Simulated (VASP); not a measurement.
The system is TiH3.

```
Ti H
1.0
    -2.09521    2.09521    2.09521
     2.09521   -2.09521    2.09521
     2.09521    2.09521   -2.09521
Ti H
1 3
Direct
  0.00000 0.00000 0.00000
  0.00000 0.50000 0.50000
  0.50000 0.00000 0.50000
  0.50000 0.50000 0.00000
```

* Program: VASP 6.6.1
* Task: relaxation of cell and atoms
* Functional: PBE
* Potentials or basis: VASP PAW PBE potentials, release 64 (Ti_sv, H)
* Cutoff: 600 eV
* k mesh: 6 × 6 × 6
* Occupations: gaussian, width 0.1 eV
* Spin: no spin polarisation

At the start: pressure -19.1 GPa; volume 9.20 Å³/atom.

Question: How do energy, volume and symmetry change on relaxing?

Answer: Over 5 steps the energy falls by 216.3 meV/atom and the volume is 6.44 Å³/atom (-30.0 %); space group Im-3m (No. 229, to 0.05 Å).

The path:
```
step  energy change (eV)  largest force (eV/Å)  pressure (GPa)  volume (Å³)
   1              0.0000                0.0000          -19.11        36.79
   2             -0.5871                0.0000          -13.94        31.25
   3             -0.8451                0.0000           -4.66        27.07
   4             -0.8644                0.0000            1.08        25.47
   5             -0.8653                0.0000           -0.06        25.75
```

Final structure:
```
Ti H
1.0
    -1.86034    1.86034    1.86034
     1.86034   -1.86034    1.86034
     1.86034    1.86034   -1.86034
Ti H
1 3
Direct
  0.00000 0.00000 0.00000
  0.00000 0.50000 0.50000
  0.50000 0.00000 0.50000
  0.50000 0.50000 0.00000
```

Caveat: the volume moved by over 15 % at a fixed basis, so the end points are rough.
